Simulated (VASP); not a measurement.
Input of a VASP 6.6.1 run:

File POSCAR:

```
SnTe
1.0
    0.0000000000      3.1255437385      3.1255437385
    3.1255437385      0.0000000000      3.1255437385
    3.1255437385      3.1255437385      0.0000000000
Sn Te
1 1
Direct
    0.0000000000      0.0000000000      0.0000000000
    0.5000000000      0.5000000000      0.5000000000
```

File INCAR.step1:

```
SYSTEM = SnTe
ALGO = Normal
EDIFF = 1E-4
ENCUT = 520
GGA = PE
ISMEAR = -1
LASPH = .True.
LCHARG = .False.
LREAL = .False.
LWAVE = .True.
NBANDS = 17
NELM = 60
PREC = Accurate
SIGMA = 0.02
```

The input INCAR.step2:

```
SYSTEM = SnTe
ALGO = Normal
EDIFF = 1E-6
ENCUT = 520
ISIF = 2
ISMEAR = -1
ISTART = 1
LASPH = .True.
LCHARG = .True.
LELF = .True.
LMIXTAU = .True.
LREAL = .False.
LVHAR = .True.
LWAVE = .False.
METAGGA = R2SCAN
NBANDS = 17
NELM = 60
PREC = Accurate
SIGMA = 0.02
```

KPOINTS

```
k-points
0
Gamma
  8 8 8
  0 0 0
```

Potentials or basis: VASP PAW PBE potentials, release 64 (Sn_d, Te).

Run with:

```sh
$ cat potpaw_PBE.64/Sn_d/POTCAR potpaw_PBE.64/Te/POTCAR > POTCAR
$ cp INCAR.step1 INCAR
$ mpirun -np 1 vasp_std > vasp.out
$ cp INCAR.step2 INCAR
$ mpirun -np 1 vasp_std > vasp.out
```

Task: Estimate the pressure.

Result: 2.9 GPa.

Task: Predict the band gap on the k mesh.

Result: 0.05 eV.

Caveat: the cell differs from its parent crystal (strain -2.0%); the PAW data sets were made with another functional, which shifts forces and pressure a little; spin-orbit coupling is left out, which moves the levels of the heavy elements. A k mesh can miss the band edges.
